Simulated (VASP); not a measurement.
# Te2Mo in VASP: a series of runs, part 2 of 2

VASP 6.6.1. The steps go on from the part before.

**4. Single point, PBEsol (atom 1 (Te) moved by -0.680 Å along x and +0.000 Å along [0 0 1])**

INCAR

```
  PREC = Accurate
  ENCUT = 520
  EDIFF = 1E-6
  ISMEAR = 0
  SIGMA = 0.05
  LREAL = False
  LASPH = True
  NELM = 80
  ALGO = Normal
  ISIF = 2
  LWAVE = False
  LCHARG = False
  GGA = PS
  NBANDS = 64
  KPAR = 4
```

KPOINTS

```
Automatic mesh
0
Gamma
  9 9 1
```

POSCAR

```
Te2Mo
1.0
    3.4932091909      0.0000000000      0.0000000000
   -1.7466045954      3.0252079000      0.0000000000
    0.0000000000      0.0000000000     37.5161156315
Te Mo
8 4
Direct
    0.1162145159      0.5077246610      0.8584425242
    0.3333333333      0.6666666667      0.2318351738
    0.6666666667      0.3333333333      0.6719958813
    0.6666666667      0.3333333333      0.0453069351
    0.6666666667      0.3333333333      0.7681648262
    0.6666666667      0.3333333333      0.1415574758
    0.3333333333      0.6666666667      0.9546930649
    0.3333333333      0.6666666667      0.3280041187
    0.3333333333      0.6666666667      0.7200184287
    0.3333333333      0.6666666667      0.0934314856
    0.6666666667      0.3333333333      0.9065685144
    0.6666666667      0.3333333333      0.2799815713
```

Potentials or basis: VASP PAW PBE potentials, release 64 (Te, Mo_sv).

Run with:

```bash
$ cat potpaw_PBE.64/Te/POTCAR potpaw_PBE.64/Mo_sv/POTCAR > POTCAR
$ mpirun -np 4 vasp_std > vasp.out
```

OUTCAR:

```text
PREC = Accurate
   ENCUT = 520
   EDIFF = 1E-6
   ISMEAR = 0
   LREAL = False
   LASPH = True
   NELM = 80
   ISIF = 2
   GGA = PS

 ion  position               nearest neighbor table
   1  0.116  0.508  0.858-  11 2.27  11 2.92  11 3.12   5 3.65   7 3.67
   2  0.333  0.667  0.232-  12 2.71  12 2.71  12 2.71   8 3.61
   3  0.667  0.333  0.672-   9 2.70   9 2.70   9 2.70   5 3.61
   4  0.667  0.333  0.045-  10 2.71  10 2.71  10 2.71   6 3.61
   5  0.667  0.333  0.768-   9 2.71   9 2.71   9 2.71   3 3.61   1 3.65
   6  0.667  0.333  0.142-  10 2.71  10 2.71  10 2.71   4 3.61
   7  0.333  0.667  0.955-  11 2.71  11 2.71  11 2.71   1 3.67
   8  0.333  0.667  0.328-  12 2.70  12 2.70  12 2.70   2 3.61
   9  0.333  0.667  0.720-   3 2.70   3 2.70   3 2.70   5 2.71   5 2.71   5 2.71
  10  0.333  0.667  0.093-   4 2.71   4 2.71   4 2.71   6 2.71   6 2.71   6 2.71
  11  0.667  0.333  0.907-   1 2.27   7 2.71   7 2.71   7 2.71   1 2.92   1 3.12
  12  0.667  0.333  0.280-   8 2.70   8 2.70   8 2.70   2 2.71   2 2.71   2 2.71

  LATTYP: Found a hexagonal cell.
 ALAT       =     3.4932091909
 C/A-ratio  =    10.7397277350

  Lattice vectors:

 A1 = (   3.4932091909,   0.0000000000,   0.0000000000)
[... 207 lines left out ...]
      1     -55.8634      2.00000
      2     -55.7780      2.00000
      3     -55.7761      2.00000
      4     -55.6815      2.00000
      5     -30.1125      2.00000
      6     -30.0777      2.00000
[... 1597 lines left out ...]
     63       7.3770      0.00000
     64       7.6286      0.00000

 [... further k-points ...]
[... 5 lines left out ...]
  --------------------------------------------------------------------------------------
  -------------------------------------------------------------------------------------
  Total        3.9943021      0.0639429      9.6839007      1.3356826     -4.5167501     -8.8365249
  in kB       16.1418683      0.2584076     39.1348095      5.3977924    -18.2531979    -35.7103741
  external PRESSURE =      18.5116951 kB  Pullay stress =       0.0000000 kB

 VOLUME and BASIS-vectors are now :
 -----------------------------------------------------------------------------
  energy-cutoff  :      520.00
  volume of cell :      396.46
      direct lattice vectors                 reciprocal lattice vectors
     3.493209191  0.000000000  0.000000000     0.286269715  0.165277897  0.000000000
    -1.746604595  3.025207900  0.000000000     0.000000000  0.330555794  0.000000000
     0.000000000  0.000000000 37.516115631     0.000000000  0.000000000  0.026655212

 POSITION                                       TOTAL-FORCE (eV/Angst)
 -----------------------------------------------------------------------------------
     -0.48083      1.53597     32.20543         5.027783      2.815230     -4.964964
     -0.00000      2.01681      8.69756         0.000118      0.000113     -0.035919
      1.74660      1.00840     25.21068         0.003928      0.002490     -0.031847
      1.74660      1.00840      1.69974         0.004895      0.003336     -0.033167
      1.74660      1.00840     28.81856        -0.060345     -0.041490     -0.007272
      1.74660      1.00840      5.31069         0.000034     -0.000338      0.032783
     -0.00000      2.01681     35.81638        -0.167379      0.081621      0.140632
     -0.00000      2.01681     12.30544        -0.000091     -0.000090      0.030459
     -0.00000      2.01681     27.01229        -0.033443     -0.027910      0.002524
     -0.00000      2.01681      3.50519         0.000625      0.002287      0.000821
      1.74660      1.00840     34.01093        -4.776169     -2.835238      4.861490
      1.74660      1.00840     10.50382         0.000044     -0.000011      0.004459
 -----------------------------------------------------------------------------------
    total drift:                               -0.000406     -0.000312     -0.000054

  FREE ENERGIE OF THE ION-ELECTRON SYSTEM (eV)
  ---------------------------------------------------
  free  energy   TOTEN  =       -76.8691616182 eV

  energy  without entropy=      -76.8691548966  energy(sigma->0) =      -76.86915826
```

OSZICAR:

```text
N       E                     dE             d eps       ncg     rms          rms(c)
DAV:   1     0.828057642570E+03    0.82806E+03   -0.53141E+04  6464   0.141E+03
DAV:   2    -0.192758462402E+02   -0.84733E+03   -0.82414E+03  6440   0.325E+02
DAV:   3    -0.767181491391E+02   -0.57442E+02   -0.55769E+02  6368   0.708E+01
[... 20 lines left out ...]
DAV:  24    -0.768691387693E+02   -0.12891E-04   -0.85039E-07  3624   0.279E-03    0.214E-03
DAV:  25    -0.768691499385E+02   -0.11169E-04   -0.43856E-07  3664   0.204E-03    0.164E-03
DAV:  26    -0.768691595328E+02   -0.95943E-05   -0.37167E-07  3616   0.155E-03    0.361E-03
DAV:  27    -0.768691610420E+02   -0.15092E-05   -0.89523E-08  3256   0.782E-04    0.290E-03
DAV:  28    -0.768691616182E+02   -0.57622E-06   -0.39635E-08  3048   0.623E-04
   1 F= -.76869162E+02 E0= -.76869158E+02  d E =-.672159E-05
```

It took 25 min on 4 MPI ranks of Oxide Virtual Turin-like, shared host; peak memory 1 GiB.

What came out:

| Item | Value |
| --- | --- |
| Free energy | -76.8692 eV |
| Largest force | 7.606 eV/Å |
| Band gap on the k mesh | 0.23 eV (least direct gap 0.53 eV) |

Forces in eV/Å, atoms in the order of the input:
```
Te   5.028  2.815 -4.965
Te   0.000  0.000 -0.036
Te   0.004  0.002 -0.032
Te   0.005  0.003 -0.033
Te  -0.060 -0.041 -0.007
Te   0.000  0.000  0.033
Te  -0.167  0.082  0.141
Te   0.000  0.000  0.030
Mo  -0.033 -0.028  0.003
Mo   0.001  0.002  0.001
Mo  -4.776 -2.835  4.861
Mo   0.000  0.000  0.004
```

Caveat: the cell differs from its parent crystal (atom 1 (Te) moved by -0.680 Å along x and +0.000 Å along [0 0 1]); there is no dipole correction, which matters where the two faces differ; the PAW data sets were made with another functional, which shifts forces and pressure a little; spin-orbit coupling is left out, which moves the levels of the heavy elements.

**5. The runs side by side**

| cell | gap on the mesh (eV) | largest force (eV/Å) |
| --- | --- | --- |
| as given, atomic positions A | 0.27 | 3.96 |
| as given, atomic positions B | none | 23.44 |
| as given, atomic positions C | 0.23 | 7.61 |

Alike in all rows: task single point; level PBEsol; potentials or basis VASP PAW PBE potentials, release 64 (Te, Mo_sv); no spin polarisation; k mesh 9 × 9 × 1; cutoff (eV) 520; smearing gaussian 0.05 eV.

Caveats: there is no dipole correction, which matters where the two faces differ; the PAW data sets were made with another functional, which shifts forces and pressure a little; spin-orbit coupling is left out, which moves the levels of the heavy elements; atoms lie so close that the PAW spheres overlap strongly, which falsifies energies and pressures (at least some runs).

Total energies depend on the potentials used, so only differences within one code and one set of settings carry meaning.
